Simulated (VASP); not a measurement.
A run of VASP 6.6.1 is set up as follows.

INCAR

```
SYSTEM = CoO
PREC = Accurate
ENCUT = 520
EDIFF = 1E-7
ISMEAR = 0
SIGMA = 0.1
LREAL = .False.
LASPH = .True.
NELM = 150
ALGO = Normal
ISIF = 2
LWAVE = .False.
LCHARG = .False.
ISPIN = 2
MAGMOM = 2 0
LORBIT = 11
LMAXMIX = 4
GGA = CA
NBANDS = 18
```

The input KPOINTS:

```
Automatic mesh
0
Gamma
  10 10 10
  0 0 0
```

Contents of POSCAR:

```
CoO
1.0
    1.6022198417      0.9250420569      2.5664708903
   -1.6022198417      0.9250420569      2.5664708903
    0.0000000000     -1.8500841138      2.5664708903
Co O
1 1
Direct
    0.9989783200      0.9989783200      0.9989783200
    0.7510210300      0.7510210300      0.7510210300
```

Potentials or basis: VASP PAW LDA potentials, release 64 (Co, O).

Run with:

```bash
$ cat potpaw_LDA.64/Co/POTCAR potpaw_LDA.64/O/POTCAR > POTCAR
$ mpirun -np 1 vasp_std > vasp.out
```

Task: Predict the site moments.

Result: Co +2.09; O +0.25 μB.

Task: Predict the largest force.

Result: 0.195 eV/Å.

Forces in eV/Å, atoms in the order of the input:
```
Co   0.000  0.000  0.195
O    0.000  0.000 -0.195
```

Caveat: the cell stands under tension; a cell with one magnetic atom can't hold antiferromagnetic order, which such compounds often take.
